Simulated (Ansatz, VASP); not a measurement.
**Two plane-wave programs on Ta**

The input INCAR:

```
SYSTEM = Ta
  ALGO = Normal
  EDIFF = 1E-6
  ENCUT = 520
  ISIF = 2
  ISMEAR = 0
  LASPH = .TRUE.
  LCHARG = .FALSE.
  LREAL = .FALSE.
  LWAVE = .FALSE.
  NBANDS = 12
  NELM = 60
  PREC = Accurate
  SIGMA = 0.15
```

The input KPOINTS:

```
k-points
0
G
  22 22 22
  0 0 0
```

The input POSCAR:

```
Ta
1.0
   -1.6512800000      1.6512800000      1.6512800000
    1.6512800000     -1.6512800000      1.6512800000
    1.6512800000      1.6512800000     -1.6512800000
Ta
1
Direct
    0.0000000000      0.0000000000      0.0000000000
```

Input for Ansatz:

```yaml
crystal:
  lattice:
    - [-1.65128, 1.65128, 1.65128]
    - [1.65128, -1.65128, 1.65128]
    - [1.65128, 1.65128, -1.65128]
  atoms:
    - { symbol: Ta, position: [0.0, 0.0, 0.0] }
basis:
  ecutwfc: 420
kpoints:
  mp_grid: { grid: [22, 22, 22] }
hamiltonian:
  xc: lda
scf:
  occupations: { method: gaussian, width: 0.15 }
output:
  forces: true
  stress: true
  eigenvalues: true
```

Alike in both runs: task single point; functional LDA; k mesh 22 × 22 × 22; occupations gaussian, width 0.15 eV; no spin polarisation.

```csv
,VASP,Ansatz
version,VASP 6.6.1,Ansatz 0.2.0
potentials or method,"VASP PAW LDA potentials, release 64 (Ta_pv), cutoff 520 eV","scalar-relativistic, plane waves, PAW"
valence electrons in the cell,11,13
```

|  | VASP | Ansatz | Ansatz less VASP |
| --- | --- | --- | --- |
| gap on the k mesh at the Fermi level (eV) | none | none | - |
| pressure (GPa) | -8.3 | -9.0 | -0.71 |

LDA's correlation is that of Perdew and Zunger in VASP and of Perdew and Wang (1992) in Ansatz. A gap of «none» marks a metal or a gap that the smearing closes. VASP's potentials hold 11 valence electrons a cell and Ansatz's 13, so a difference there can come from the potentials and not from the codes.

Spin-orbit coupling is off throughout.
